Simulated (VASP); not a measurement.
Set up this calculation in VASP 6.6.1, as the native input.

| Quantity | Value |
| --- | --- |
| Task | single point |
| Functional | PBE |
| Potentials or basis | VASP PAW PBE potentials, release 64 (Ga_d, As) |
| Cutoff | 520 eV |
| k mesh | 3 × 3 × 3 |
| Occupations | gaussian, width 0.05 eV |
| Spin | no spin polarisation |
| Dipole correction | no |
| Further INCAR settings | LREAL = Auto; ALGO = Normal; EDIFF = 1e-06; NBANDS = 166 |

The structure of GaAs lies in POSCAR:

```
GaAs
1.0
   -5.7459815093     -5.7459815093      5.7459815093
    5.7459815093      5.7459815093      5.7459815093
   -5.7459815093      5.7459815093     -5.7459815093
Ga As
16 16
Direct
    0.2500000000      0.5000000000      0.2500000000
    0.5000000000      0.5000000000      0.0000000000
    0.2500000000      0.7500000000      0.0000000000
    0.7500000000      0.5000000000      0.7500000000
    0.5000000000      0.7500000000      0.7500000000
    0.2500000000      0.0000000000      0.7500000000
    0.0000000000      0.5000000000      0.5000000000
    0.7500000000      0.7500000000      0.5000000000
    0.5000000000      0.0000000000      0.5000000000
    0.2500000000      0.2500000000      0.5000000000
    0.0000000000      0.7500000000      0.2500000000
    0.7500000000      0.0000000000      0.2500000000
    0.5000000000      0.2500000000      0.2500000000
    0.0000000000      0.0000000000      0.0000000000
    0.7500000000      0.2500000000      0.0000000000
    0.0000000000      0.2500000000      0.7500000000
    0.0000000000      0.2500000000      0.0000000000
    0.2500000000      0.2500000000      0.7500000000
    0.0000000000      0.5000000000      0.7500000000
    0.5000000000      0.2500000000      0.5000000000
    0.2500000000      0.5000000000      0.5000000000
    0.0000000000      0.7500000000      0.5000000000
    0.7500000000      0.2500000000      0.2500000000
    0.5000000000      0.5000000000      0.2500000000
    0.2500000000      0.7500000000      0.2500000000
    0.0000000000      0.0000000000      0.2500000000
    0.7500000000      0.5000000000      0.0000000000
    0.5000000000      0.7500000000      0.0000000000
    0.2500000000      0.0000000000      0.0000000000
    0.7500000000      0.7500000000      0.7500000000
    0.5000000000      0.0000000000      0.7500000000
    0.7500000000      0.0000000000      0.5000000000
```

One way to write it, as run:

INCAR

```
SYSTEM = GaAs
PREC = Accurate ; ENCUT = 520
EDIFF = 1E-6 ; ISMEAR = 0
SIGMA = 0.05 ; LREAL = Auto
LASPH = .TRUE. ; NELM = 60
ALGO = Normal ; ISIF = 2
LWAVE = .FALSE. ; LCHARG = .TRUE.
GGA = PE ; LELF = .TRUE.
LVHAR = .TRUE. ; NBANDS = 166
```

KPOINTS

```
regular mesh
0
G
  3 3 3
  0 0 0
```

Potentials or basis: VASP PAW PBE potentials, release 64 (Ga_d, As).

Run with:

```sh
$ cat potpaw_PBE.64/Ga_d/POTCAR potpaw_PBE.64/As/POTCAR > POTCAR
$ mpirun -np 1 vasp_std > vasp.out
```

Results of the run:

```
Pressure               : 0.2 GPa
Band gap on the k mesh : 0.16 eV
```

Wall time 14 min on 1 thread of Oxide Virtual Turin-like Processor, with other jobs on the host, peak memory 1.1 GiB.
